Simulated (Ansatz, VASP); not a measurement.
**Two plane-wave programs on P**

```
P
1.0
     2.58992    0.00000    0.00000
    -1.29496    2.24293    0.00000
     0.00000    0.00000    2.48328
P
1
Direct
  0.00000 0.00000 0.00000
```

Alike in both runs: functional r2SCAN; k mesh 6 × 6 × 6; occupations gaussian, width 0.1 eV; no spin polarisation.

Ansatz relaxed the structure, and its values are those at the end. VASP's run is a single point on that final structure, the one shown.

|  | VASP | Ansatz |
| --- | --- | --- |
| version | VASP 6.6.1 | Ansatz 0.2.0 |
| potentials or method | VASP PAW PBE potentials, release 64 (P), cutoff 520 eV | scalar-relativistic, plane waves, PAW |
| valence electrons in the cell | 5 | 5 |

Ansatz gave:

```
gap on the k mesh at the Fermi level (eV) : none
pressure (GPa)                            : 0.0
```

Q: What did VASP give for the same quantities?

A: gap on the k mesh at the Fermi level (eV): none; pressure (GPa): -0.2.

VASP's potentials were made for PBE, not for r2SCAN. A gap of «none» marks a metal or a gap that the smearing closes. With one functional, cell and mesh, what is left measures potentials, basis and numerics.

The k mesh is coarse, so the values compare programs but aren't converged.
